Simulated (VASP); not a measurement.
Ir: single point with r2SCAN

Ir:

```xyz
1
Lattice="2.6511 0.0000 0.0000 0.0000 2.6511 0.0000 0.0000 0.0000 2.6511" Properties=species:S:1:pos:R:3 pbc="T T T"
Ir    0.0000    0.0000    0.0000
```

This isn't the form of Ir at room conditions, which is fcc.

```json
{
 "Program": "VASP 6.6.1",
 "Task": "single point",
 "Functional": "r2SCAN",
 "Potentials or basis": "VASP PAW PBE potentials, release 64 (Ir)",
 "Cutoff": "520 eV",
 "k mesh": "14 × 14 × 14",
 "Occupations": "fermi-dirac, width 0.05 eV",
 "Spin": "collinear spin",
 "Starting moments": "[1.0] μB"
}
```

```json
{"Pressure": "-22.3 GPa", "Net moment": "0.00 μB per cell", "Valence electrons inside the program's atomic spheres": "Ir 8.04"}
```

Levels at points of the mesh, in eV from the Fermi level:
Spin up:
```tsv
k point	band 1	band 2	band 3	band 4	band 5	band 6	band 7	band 8	band 9
(0.00, 0.00, 0.00)	-8.52	-5.42	-5.42	1.09	1.09	1.09	15.71	15.71	15.71
(0.50, 0.00, 0.00)	-5.74	-4.78	-1.31	-1.31	-0.38	1.33	5.38	17.17	20.47
(0.50, 0.50, 0.00)	-5.67	-4.35	-0.87	-0.87	2.96	4.65	4.65	10.43	14.19
(0.50, 0.50, 0.50)	-4.60	-4.60	-4.60	3.12	3.12	10.38	10.38	10.38	10.41
```
Spin down:
| k point | band 2 | band 3 | band 4 | band 5 | band 6 | band 7 |
| --- | --- | --- | --- | --- | --- | --- |
| (0.00, 0.00, 0.00) | -5.42 | -5.42 | 1.09 | 1.09 | 1.09 | 15.71 |
| (0.50, 0.00, 0.00) | -4.78 | -1.31 | -1.31 | -0.38 | 1.33 | 5.38 |
| (0.50, 0.50, 0.00) | -4.35 | -0.87 | -0.87 | 2.96 | 4.65 | 4.65 |
| (0.50, 0.50, 0.50) | -4.60 | -4.60 | 3.12 | 3.12 | 10.38 | 10.38 |

Run time: 62 s on 1 thread of Intel(R) Xeon(R) 6975P-C (Granite Rapids) (shared host), peak memory 0.17 GiB.

Caveat: the cell stands under tension; the PAW data sets were made with another functional, which shifts forces and pressure a little; spin-orbit coupling is left out, which moves the levels of the heavy elements.
